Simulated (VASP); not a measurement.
The system is ScAl3.

```
CELL_PARAMETERS angstrom
5.63558 0.00000 0.00000
-2.81779 4.88055 0.00000
0.00000 0.00000 4.47261
ATOMIC_POSITIONS crystal
Sc 0.66667 0.33333 0.25000
Sc 0.33333 0.66667 0.75000
Al 0.83012 0.16988 0.75000
Al 0.33977 0.16988 0.75000
Al 0.83012 0.66023 0.75000
Al 0.16988 0.83012 0.25000
Al 0.66023 0.83012 0.25000
Al 0.16988 0.33977 0.25000
```

The cell was generated, and may not be a known phase.

```yaml
Program: VASP 6.6.1
Task: relaxation of cell and atoms
Functional: PBE
Potentials_or_basis: VASP PAW PBE potentials, release 64 (Sc_sv, Al)
Cutoff: 600 eV
k_mesh: 6 × 6 × 4
Occupations: gaussian, width 0.1 eV
Spin: no spin polarisation
```

At the start: pressure 13.9 GPa; volume 15.38 Å³/atom.

Problem. Where does the relaxation end?

Solution. Over 8 steps the energy falls by 114.2 meV/atom and the volume is 17.44 Å³/atom (+13.4 %); space group P6_3/mmc (No. 194, to 0.1 Å) before and after.

Step by step:
| step | energy change (eV) | largest force (eV/Å) | pressure (GPa) | volume (Å³) |
| --- | --- | --- | --- | --- |
| 1 | 0.0000 | 1.0382 | 13.89 | 123.02 |
| 2 | -0.7121 | 0.3443 | -4.68 | 148.28 |
| 3 | -0.8184 | 0.4699 | -0.93 | 140.80 |
| 4 | -0.8820 | 0.2933 | -0.30 | 139.66 |
| 5 | -0.9076 | 0.0617 | 0.58 | 138.41 |
| 6 | -0.9121 | 0.0198 | -0.15 | 139.68 |
| 7 | -0.9122 | 0.0162 | -0.19 | 139.77 |
| 8 | -0.9133 | 0.0042 | -0.04 | 139.52 |

Final structure:
```
Sc Al
1.0
     5.82266    0.00000    0.00000
    -2.91133    5.04258    0.00000
     0.00000    0.00000    4.75179
Sc Al
2 6
Direct
  0.66667 0.33333 0.25000
  0.33333 0.66667 0.75000
  0.83957 0.16043 0.75000
  0.32087 0.16043 0.75000
  0.83957 0.67913 0.75000
  0.16043 0.83957 0.25000
  0.67913 0.83957 0.25000
  0.16043 0.32087 0.25000
```
